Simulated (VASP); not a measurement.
Set up this calculation in VASP 6.6.1, as the native input.

- Task: relaxation of cell and atoms
- Functional: BLYP
- Potentials or basis: VASP PAW PBE potentials, release 64 (Cs_sv)
- Cutoff: 600 eV
- k mesh: 6 × 6 × 6
- Occupations: fermi-dirac, width 0.05 eV
- Spin: no spin polarisation
- Dipole correction: no
- Further INCAR settings: ALGO = Normal; EDIFF = 1e-06; IBRION = 2; EDIFFG = -0.02; NSW = 80; ISIF = 3

The structure of Cs lies in POSCAR:

```
Cs
1.0
   -3.1284650614      3.1284650614      3.1284650614
    3.1284650614     -3.1284650614      3.1284650614
    3.1284650614      3.1284650614     -3.1284650614
Cs
1
Direct
    0.0000000000      0.0000000000      0.0000000000
```

These files were run (other wordings do the same):

INCAR

```
SYSTEM = Cs
  PREC = Accurate
  ENCUT = 600
  EDIFF = 1E-6
  ISMEAR = -1
  SIGMA = 0.05
  LREAL = .FALSE.
  LASPH = .TRUE.
  NELM = 100
  ALGO = Normal
  ISIF = 3
  LWAVE = .FALSE.
  LCHARG = .FALSE.
  GGA = B5
  ALDAX = 1.0
  AGGAX = 1.0
  AGGAC = 1.0
  ALDAC = 0.0
  IBRION = 2
  NSW = 80
  EDIFFG = -0.02
```

KPOINTS

```
regular mesh
0
G
  6 6 6
  0 0 0
```

Potentials or basis: VASP PAW PBE potentials, release 64 (Cs_sv).

Launch:

```sh
$ cat potpaw_PBE.64/Cs_sv/POTCAR > POTCAR
$ mpirun -np 1 vasp_std > vasp.out
```

It gave:

```json
{"Relaxed volume": "124.29 Å³/atom", "Relaxed cell": "a = 5.445 Å, b = 5.445 Å, c = 5.445 Å, α = 109.47°, β = 109.47°, γ = 109.47°", "Space group after relaxing (to 0.05 Å)": "Im-3m (No. 229)", "Energy gained by relaxing": "0.3 meV/atom", "Ionic steps": "3", "Pressure after relaxing": "0.0 GPa"}
```

Caveat: the PAW data sets were made with another functional, which shifts forces and pressure a little.

Run time: 53 s on 1 thread of Intel(R) Xeon(R) 6975P-C (Granite Rapids) (shared host), peak memory 0.32 GiB.
